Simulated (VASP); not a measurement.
The system is PbS (kl).

```
CELL_PARAMETERS angstrom
0.00000 2.98809 2.98809
2.98809 0.00000 2.98809
2.98809 2.98809 0.00000
ATOMIC_POSITIONS crystal
Pb 0.50000 0.50000 0.50000
S 0.00000 0.00000 0.00000
```

* Program: VASP 6.6.1
* Task: relaxation of cell and atoms
* Functional: LDA
* Potentials or basis: VASP PAW LDA potentials, release 64 (Pb_d, S)
* Cutoff: 500 eV
* k mesh: 10 × 10 × 10
* Occupations: gaussian, width 0.02 eV
* Spin: no spin polarisation

At the start: pressure -3.7 GPa; volume 26.68 Å³/atom.

Question: Where does the relaxation end?

Answer: Over 20 steps the energy falls by 20.4 meV/atom and the volume is 25.00 Å³/atom (-6.3 %); space group Fm-3m (No. 225, to 0.05 Å).

Step by step:
```tsv
step	energy change (eV)	largest force (eV/Å)	pressure (GPa)	volume (Å³)
1	0.0000	0.0000	-3.69	53.36
2	-0.0347	0.0000	1.63	48.75
3	-0.0409	0.0000	0.02	49.98
4	-0.0409	0.0000	-0.05	50.04
5	-0.0409	0.0000	-0.06	50.04
6	-0.0409	0.0000	-0.05	50.04
7	-0.0409	0.0000	-0.05	50.04
8	-0.0409	0.0000	-0.05	50.04
9	-0.0409	0.0000	-0.05	50.04
10	-0.0409	0.0000	-0.05	50.04
11	-0.0409	0.0000	-0.05	50.04
12	-0.0409	0.0000	-0.05	50.04
13	-0.0409	0.0000	-0.05	50.04
14	-0.0409	0.0000	-0.05	50.03
15	-0.0409	0.0000	-0.04	50.03
16	-0.0409	0.0000	-0.03	50.02
17	-0.0409	0.0000	-0.01	50.00
18	-0.0409	0.0000	0.05	49.96
19	-0.0409	0.0000	0.01	49.99
20	-0.0409	0.0000	0.01	49.99
```

Final structure:
```
Pb S
1.0
     0.00000    2.92389    2.92389
     2.92389    0.00000    2.92389
     2.92389    2.92389    0.00000
Pb S
1 1
Direct
  0.50000 0.50000 0.50000
  0.00000 0.00000 0.00000
```
